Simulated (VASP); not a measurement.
A run of VASP 6.6.1:

Contents of INCAR:

```
  PREC = Accurate
  ENCUT = 520
  EDIFF = 1E-7
  ISMEAR = -1
  SIGMA = 0.08
  LREAL = F
  LASPH = T
  NELM = 100
  ALGO = Normal
  ISIF = 2
  LWAVE = F
  LCHARG = F
  NBANDS = 17
```

File KPOINTS:

```
regular mesh
0
Gamma
  16 16 9
```

File POSCAR:

```
Pt
1.0
    2.7141501671      0.0000000000      0.0000000000
   -1.3570750835      2.3505229944      0.0000000000
    0.0000000000      0.0000000000      4.6584615955
Pt
2
Direct
    0.3333333333      0.6666666667      0.2500000000
    0.6666666667      0.3333333333      0.7500000000
```

Potentials or basis: VASP PAW LDA potentials, release 64 (Pt).

Run with:

```sh
$ cat potpaw_LDA.64/Pt/POTCAR > POTCAR
$ mpirun -np 1 vasp_std > vasp.out
```

Hardware: 1 thread of Intel(R) Xeon(R) Platinum 8375C CPU @ 2.90GHz (Ice Lake), on a shared host.

How long does it take, and how much memory?

Wall time 69 s on 1 thread of Intel(R) Xeon(R) Platinum 8375C CPU @ 2.90GHz (Ice Lake), with other jobs on the host, peak memory 0.17 GiB. Counts: scf iterations 12, k points 150.
